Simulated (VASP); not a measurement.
A run of VASP 6.6.1:

INCAR

```
SYSTEM = BeCd2O3
  ALGO = Normal
  EDIFF = 1E-6
  ENCUT = 520
  GGA = PS
  ISIF = 2
  ISMEAR = -1
  LASPH = .TRUE.
  LCHARG = .TRUE.
  LELF = .TRUE.
  LREAL = .FALSE.
  LVHAR = .TRUE.
  LWAVE = .FALSE.
  NBANDS = 31
  NELM = 60
  PREC = Accurate
  SIGMA = 0.05
```

Contents of KPOINTS:

```
k-points
0
G
  4 4 6
  0 0 0
```

POSCAR

```
BeCd2O3
1.0
    2.5666158725     -4.4396891116      0.0019353168
    2.5678247957      4.4390594378      0.0002056783
   -0.0015606270      0.0005769487      2.9829906212
Be Cd O
1 2 3
Direct
   -0.1995419220     -0.1958608762      0.0037948519
    0.4818598371      0.1386820655      0.5038978603
    0.1349840495      0.4855421162      0.5039001493
    0.8257942450      0.1359340301      0.0038769024
    0.1322718722      0.8295054090      0.0038694455
    0.6207756400      0.6244631366      0.5038308651
```

Potentials or basis: VASP PAW PBE potentials, release 64 (Be, Cd, O).

Command:

```console
$ cat potpaw_PBE.64/Be/POTCAR potpaw_PBE.64/Cd/POTCAR potpaw_PBE.64/O/POTCAR > POTCAR
$ mpirun -np 1 vasp_std > vasp.out
```

Hardware: 1 thread of Intel(R) Xeon(R) Platinum 8488C (Sapphire Rapids), with other jobs on the host.

Question: How long does it take, and how much memory?

Answer: It took 2.2 min on 1 thread of Intel(R) Xeon(R) Platinum 8488C (Sapphire Rapids), with other jobs on the host, peak memory 0.24 GiB. Counts: scf iterations 15, k points 52.
